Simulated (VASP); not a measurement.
# CdGeAs2 in VASP: notebook, part 2 of 2

VASP 6.6.1. The steps go on from the part before.

**3. Relaxation of cell and atoms, PBEsol**

This run uses another cell than the first one, of 23.49 Å³/atom.

Input file INCAR:

```
SYSTEM = CdGeAs2
PREC     = Accurate       ! precision mode
ENCUT    = 600            ! plane-wave cutoff, eV
EDIFF    = 1E-7           ! SCF threshold, eV
ISMEAR   = -1             ! smearing method
SIGMA    = 0.03           ! smearing width, eV
LREAL    = .False.        ! projectors in reciprocal space
LASPH    = .True.         ! aspherical terms in the spheres
NELM     = 60             ! most SCF steps
ALGO     = Normal         ! electronic algorithm
ISIF     = 3              ! what is computed and relaxed
LWAVE    = .False.        ! write WAVECAR
LCHARG   = .False.        ! write CHGCAR
GGA      = PS             ! functional
IBRION   = 2              ! ionic algorithm
NSW      = 100            ! ionic steps
EDIFFG   = -0.01          ! ionic threshold
```

Input file KPOINTS:

```
Automatic mesh
0
Gamma
  6 6 4
  0 0 0
```

Input file POSCAR:

```
CdGeAs2
1.0
    4.0503129394      0.0000000000      0.0000000000
    0.0000000000      4.0503129394      0.0000000000
    0.0000000000      0.0000000000      5.7280074907
Cd As Ge
1 2 1
Direct
    0.0000000000      0.0000000000      0.0000000000
    0.0000000000      0.5000000000      0.2500000000
    0.5000000000      0.0000000000      0.7500000000
    0.5000000000      0.5000000000      0.5000000000
```

Potentials or basis: VASP PAW PBE potentials, release 64 (Cd, As, Ge_d).

Command:

```bash
$ cat potpaw_PBE.64/Cd/POTCAR potpaw_PBE.64/As/POTCAR potpaw_PBE.64/Ge_d/POTCAR > POTCAR
$ mpirun -np 1 vasp_std > vasp.out
```

OUTCAR:

```text
SYSTEM = CdGeAs2
   PREC = Accurate
   ENCUT = 600
   EDIFF = 1E-7
   ISMEAR = -1
   LREAL = .False.
   LASPH = .True.
   NELM = 60
   ISIF = 3
   GGA = PS
   IBRION = 2
   NSW = 100
   EDIFFG = -0.01

 ion  position               nearest neighbor table
   1  0.000  0.000  0.000-   2 2.48   3 2.48   2 2.48   3 2.48
   2  0.000  0.500  0.250-   1 2.48   4 2.48   1 2.48   4 2.48
   3  0.500  0.000  0.750-   1 2.48   4 2.48   4 2.48   1 2.48
   4  0.500  0.500  0.500-   2 2.48   3 2.48   3 2.48   2 2.48

  LATTYP: Found a simple tetragonal cell.
 ALAT       =     4.0503129394
 C/A-ratio  =     1.4142135624

  Lattice vectors:

 A1 = (   4.0503129394,   0.0000000000,   0.0000000000)
 A2 = (   0.0000000000,   4.0503129394,   0.0000000000)
 A3 = (   0.0000000000,   0.0000000000,   5.7280074907)

Analysis of symmetry for initial positions (statically):
=====================================================================
 Subroutine PRICEL returns:
 Original cell was already a primitive cell.

 Routine SETGRP: Setting up the symmetry group for a
 simple tetragonal supercell.

 Subroutine GETGRP returns: Found  8 space group operations
 (whereof  8 operations were pure point group operations)
 out of a pool of 16 trial point group operations.

The static configuration has the point symmetry D_2d.

Analysis of symmetry for dynamics (positions and initial velocities):
=====================================================================
 Subroutine PRICEL returns:
 Original cell was already a primitive cell.

 Routine SETGRP: Setting up the symmetry group for a
 simple tetragonal supercell.

 Subroutine GETGRP returns: Found  8 space group operations
 (whereof  8 operations were pure point group operations)
 out of a pool of 16 trial point group operations.

The dynamic configuration has the point symmetry D_2d.
[... 134 lines left out ...]
 conjugate gradient relaxation of ions
 non-spin polarized calculation
  energy-cutoff  :      600.00
  volume of cell :       93.97
 maximum number of plane-waves:      3176
   NGX = 17   NGY = 17   NGZ = 23

--------------------------------------- Ionic step        1  -------------------------------------------

 number of electron      35.9999977 magnetization

 Free energy of the ion-electron system (eV)
  ---------------------------------------------------
  ext. energy  EPLUGINS =         0.00000000
  ---------------------------------------------------
  free energy    TOTEN  =       -16.10778945 eV

  energy without entropy =      -16.10601517  energy(sigma->0) =      -16.10690231

------------------------ aborting loop because EDIFF is reached ----------------------------------------

  FORCE on cell =-STRESS in cart. coord.  units (eV):
  Direction    XX          YY          ZZ          XY          YZ          ZX
  --------------------------------------------------------------------------------------
  -------------------------------------------------------------------------------------
  Total        3.1148162      3.1148162      3.4356437      0.0000000      0.0000000      0.0000000
  in kB       53.1082843     53.1082843     58.5784622      0.0000000      0.0000000      0.0000000
  external PRESSURE =      54.9316769 kB  Pullay stress =       0.0000000 kB
[... 95 lines left out ...]
  FREE ENERGIE OF THE ION-ELECTRON SYSTEM (eV)
  ---------------------------------------------------
  free  energy   TOTEN  =       -16.2740671972 eV

  energy  without entropy=      -16.2711142665  energy(sigma->0) =      -16.27259073

[... ionic steps 4 to 7 ...]

--------------------------------------- Ionic step        8  -------------------------------------------

 number of electron      35.9999983 magnetization

------------------------ aborting loop because EDIFF is reached ----------------------------------------
[... 71 lines left out ...]
--------------------------------------- Ionic step       10  -------------------------------------------

 number of electron      35.9999984 magnetization

 Free energy of the ion-electron system (eV)
  ---------------------------------------------------
  ext. energy  EPLUGINS =         0.00000000
  ---------------------------------------------------
  free energy    TOTEN  =       -16.30806261 eV

  energy without entropy =      -16.30513512  energy(sigma->0) =      -16.30659887

 E-fermi :   3.0847     XC(G=0):  -9.5143

 val. band max:        2.9349215670   @ k =   0.3333   0.0000   0.0000
 cond. band min:       3.1088930655   @ k =   0.3333   0.0000   0.2500
 fundamental gap:      0.1739714984
 Fermi energy:         3.0847300522

 k-point     1 :       0.0000    0.0000    0.0000
  band No.  band energies     occupation
      1     -22.0513      2.00000
      2     -22.0513      2.00000
      3     -22.0455      2.00000
      4     -22.0410      2.00000
      5     -22.0157      2.00000
      6      -9.9084      2.00000
[... 589 lines left out ...]
     21       6.3258      0.00000
     22       6.6160      0.00000

 [... further k-points ...]
[... 5 lines left out ...]
  --------------------------------------------------------------------------------------
  -------------------------------------------------------------------------------------
  Total       -0.0021659     -0.0021659     -0.0150639      0.0000000      0.0000000      0.0000000
  in kB       -0.0343746     -0.0343746     -0.2390794      0.0000000      0.0000000      0.0000000
  external PRESSURE =      -0.1026095 kB  Pullay stress =       0.0000000 kB
[... 19 lines left out ...]
  FREE ENERGIE OF THE ION-ELECTRON SYSTEM (eV)
  ---------------------------------------------------
  free  energy   TOTEN  =       -16.3080626098 eV

  energy  without entropy=      -16.3051351218  energy(sigma->0) =      -16.30659887

 reached required accuracy - stopping structural energy minimisation
```

OSZICAR:

```text
N       E                     dE             d eps       ncg     rms          rms(c)
DAV:   1     0.304520012678E+03    0.30452E+03   -0.19124E+04  1524   0.296E+03
DAV:   2     0.190798405243E+02   -0.28544E+03   -0.27898E+03  1368   0.710E+02
DAV:   3    -0.153818584246E+02   -0.34462E+02   -0.34269E+02  1584   0.155E+02
[... 100 lines left out ...]
DAV:   1    -0.163080738455E+02   -0.38330E-04   -0.18836E-03  1350   0.314E-01    0.324E-02
DAV:   2    -0.163080691375E+02    0.47080E-05   -0.10085E-04  1584   0.857E-02    0.166E-02
DAV:   3    -0.163080634421E+02    0.56954E-05   -0.59340E-06  1826   0.253E-02    0.633E-03
DAV:   4    -0.163080626379E+02    0.80421E-06   -0.17105E-06  1870   0.124E-02    0.186E-03
DAV:   5    -0.163080626098E+02    0.28086E-07   -0.16052E-07   982   0.338E-03
  10 F= -.16308063E+02 E0= -.16306599E+02  d E =-.271177E-04
```

CONTCAR:

```text
CdGeAs2
   1.00000000000000
     4.0840786752168938    0.0000000000000000   -0.0000000000000000
     0.0000000000000000    4.0840786752168938    0.0000000000000000
     0.0000000000000000    0.0000000000000000    6.0522689427762710
  Cd              As              Ge
     1     2     1
Direct
     0.0000000000000000    0.0000000000000000    0.0000000000000000
     0.0000000000000000    0.5000000000000000    0.2649504348107173
     0.5000000000000000    0.0000000000000000    0.7350495651892828
     0.5000000000000000    0.5000000000000000    0.5000000000000000

  0.00000000E+00  0.00000000E+00  0.00000000E+00
  0.00000000E+00  0.00000000E+00  0.00000000E+00
  0.00000000E+00  0.00000000E+00  0.00000000E+00
  0.00000000E+00  0.00000000E+00  0.00000000E+00
```

Wall time 11 min (1 thread of Intel Xeon 8259CL, shared host); peak memory 0.28 GiB.

Results:

* Free energy: -16.3081 eV
* Relaxed volume: 25.24 Å³/atom
* Relaxed cell: a = 4.084 Å, b = 4.084 Å, c = 6.052 Å, α = 90.00°, β = 90.00°, γ = 90.00°
* Space group after relaxing (to 0.1 Å): P-4m2 (No. 115)
* Energy gained by relaxing: 50.1 meV/atom
* Ionic steps: 10
* Pressure after relaxing: 0.0 GPa
* Largest force after relaxing: 0.005 eV/Å
* Band gap on the k mesh: zero (bands 18 and 19 overlap by 0.33 eV)

Forces in eV/Å, atoms in the order of the input:
```
Cd   0.000  0.000  0.000
As   0.000  0.000 -0.005
As   0.000  0.000  0.005
Ge   0.000  0.000  0.000
```

The path:
```csv
step,energy change (eV),largest force (eV/Å),pressure (GPa),volume (Å³)
1,0.0000,1.0104,5.49,93.97
2,-0.1482,0.2815,-2.20,105.35
3,-0.1663,0.4340,-0.60,102.26
4,-0.1857,0.2182,-0.27,101.56
5,-0.1940,0.0414,0.17,100.76
6,-0.1976,0.0412,-0.03,101.07
7,-0.1995,0.0386,-0.31,101.50
8,-0.2000,0.0030,0.19,100.60
9,-0.2002,0.0168,0.00,100.94
10,-0.2003,0.0054,-0.01,100.95
```

Final structure:
```xyz
4
Lattice="4.0841 0.0000 0.0000 0.0000 4.0841 0.0000 0.0000 0.0000 6.0523" Properties=species:S:1:pos:R:3 pbc="T T T"
Cd    0.0000    0.0000    0.0000
As    0.0000    2.0420    1.6036
As    2.0420    0.0000    4.4487
Ge    2.0420    2.0420    3.0261
```

Levels at points of the mesh, in eV from the Fermi level:
```tsv
k point	band 15	band 16	band 17	band 18	band 19	band 20	band 21	band 22
(0.00, 0.00, 0.00)	-3.15	-1.00	-0.42	0.12	0.12	0.63	2.25	3.28
(0.50, 0.00, 0.00)	-3.58	-3.51	-2.43	-0.32	0.63	3.82	4.11	4.31
(0.50, 0.50, 0.00)	-3.93	-2.87	-2.87	-1.92	0.98	1.19	1.19	2.20
(0.00, 0.00, 0.50)	-2.80	-2.80	-0.85	-0.85	0.68	0.85	3.39	4.16
(0.50, 0.00, 0.50)	-2.42	-1.84	-1.13	-0.67	-0.21	1.62	3.24	3.53
(0.50, 0.50, 0.50)	-4.12	-3.42	-3.42	-3.03	2.48	3.68	3.68	4.78
```

Caveat: semilocal functionals underestimate gaps, and a narrow one can read as zero; the PAW data sets were made with another functional, which shifts forces and pressure a little.

**4. Single point, PBEsol**

This run uses another cell than the first one: it holds 16 atoms, not 4.

Input file INCAR:

```
SYSTEM = CdGeAs2
ALGO = Normal ; EDIFF = 1E-6
ENCUT = 520 ; GGA = PS
ISIF = 2 ; ISMEAR = -1
LASPH = .True. ; LCHARG = .False.
LREAL = Auto ; LWAVE = .False.
NBANDS = 86 ; NELM = 60
PREC = Accurate ; SIGMA = 0.05
```

Input file KPOINTS:

```
k-points
0
Gamma
  2 2 4
  0 0 0
```

Input file POSCAR:

```
CdGeAs2
1.0
    8.2174914908     -0.0000354911     -0.0005717318
   -0.0000569031      8.2083819446     -0.0000222334
   -0.0000557980     -0.0001746065      5.9862192650
Cd As Ge
4 8 4
Direct
   -0.0002883301     -0.0001168728     -0.0000939601
   -0.0000382622      0.4998735983     -0.0003124469
    0.4996611745     -0.0005478562     -0.0003413135
    0.5000107461      0.4994494873     -0.0000226529
    0.0004215374      0.2498840240      0.2649460689
    0.2497174144     -0.0004552942      0.7352956568
    0.0004089909      0.7497851956      0.2649258595
    0.2500909915      0.4995642022      0.7353707572
    0.5004048851      0.2493989056      0.2649458112
    0.7498263026     -0.0004819727      0.7353502734
    0.5004213386      0.7495377729      0.2649385519
    0.7499664283      0.4995078770      0.7353128811
    0.2504220276      0.2495653128      0.4999308478
    0.2504209360      0.7495288870      0.4998893688
    0.7504223432      0.2495010657      0.4998991314
    0.7504272462      0.7495196660      0.4999197474
```

Command:

```bash
$ cat potpaw_PBE.64/Cd/POTCAR potpaw_PBE.64/As/POTCAR potpaw_PBE.64/Ge_d/POTCAR > POTCAR
$ mpirun -np 1 vasp_std > vasp.out
```

Wall time 20 min (1 thread of Intel Xeon 8259CL, shared host); peak memory 0.61 GiB.

The run converged. Its results:

```yaml
Free_energy: -64.9974 eV
Pressure: 0.2 GPa
Largest_force: 0.031 eV/Å
Band_gap_on_the_k_mesh: zero (bands 72 and 73 overlap by 0.36 eV)
```

Forces on the atoms (eV/Å):
```
Cd   0.001 -0.001  0.001
Cd   0.001 -0.002  0.001
Cd   0.002  0.000  0.001
Cd   0.000  0.000  0.000
As  -0.003 -0.002  0.029
As   0.002  0.001 -0.030
As  -0.002 -0.001  0.029
As   0.000  0.001 -0.030
As   0.000  0.000  0.030
As   0.001  0.002 -0.031
As  -0.001  0.001  0.029
As   0.000  0.002 -0.029
Ge  -0.001 -0.001 -0.001
Ge  -0.001  0.000  0.000
Ge  -0.001  0.000  0.000
Ge  -0.001 -0.001 -0.001
```

Levels at points of the mesh, in eV from the Fermi level:
```
           k point  band 68  band 69  band 70  band 71  band 72  band 73  band 74  band 75  band 76  band 77
(0.00, 0.00, 0.00)    -0.94    -0.31    -0.31    -0.29     0.17     0.17     0.64     0.65     0.66     1.09
(0.50, 0.00, 0.00)    -1.54    -1.45    -1.45     0.00     0.00     0.37     0.37     1.66     1.66     2.43
(0.00, 0.50, 0.00)    -1.54    -1.45    -1.45    -0.01     0.00     0.35     0.35     1.66     1.66     2.44
(0.50, 0.50, 0.00)    -1.88    -1.26    -1.26    -1.26    -1.26     1.60     1.60     1.60     1.60     2.34
(0.00, 0.00, 0.50)    -0.99    -0.83    -0.82    -0.63    -0.62    -0.20    -0.19     0.72     0.89     1.76
(0.50, 0.00, 0.50)    -1.69    -1.52    -1.52    -0.53    -0.53     0.64     0.64     1.60     1.60     2.75
(0.00, 0.50, 0.50)    -1.69    -1.52    -1.52    -0.54    -0.54     0.64     0.64     1.61     1.61     2.76
(0.50, 0.50, 0.50)    -1.42    -0.91    -0.91    -0.91    -0.91     1.77     1.77     1.77     1.77     2.20
```

Caveat: the k points lie up to 0.38 Å⁻¹ apart; semilocal functionals underestimate gaps, and a narrow one can read as zero; the PAW data sets were made with another functional, which shifts forces and pressure a little.

**5. Overview**

```tsv
task	cell	k mesh	cutoff (eV)	smearing	gap on the mesh (eV)	pressure (GPa)	largest force (eV/Å)
single point	a = 4.079, b = 4.079, c = 6.040 Å, 4 atoms, atomic positions A	6 × 6 × 4	520	fermi-dirac 0.03 eV	none	0.2	0.01
relaxation of cell and atoms	relaxed from a = 4.050, b = 4.050, c = 5.728 Å, 4 atoms, atomic positions B	6 × 6 × 4	600	fermi-dirac 0.03 eV	none	0.0	0.01
single point	a = 8.217, b = 8.208, c = 5.986 Å, 16 atoms, atomic positions C	2 × 2 × 4	520	fermi-dirac 0.05 eV	none	0.2	0.03
```

Alike in all rows: level PBEsol; potentials or basis VASP PAW PBE potentials, release 64 (Cd, As, Ge_d); no spin polarisation.

Caveats: some runs use coarse meshes; semilocal functionals underestimate gaps, and a narrow one can read as zero; the PAW data sets were made with another functional, which shifts forces and pressure a little.

Absolute energies hang on the potentials; compare differences alone.

The gap in the log of VASP goes by the Fermi energy; the results here count the filled bands.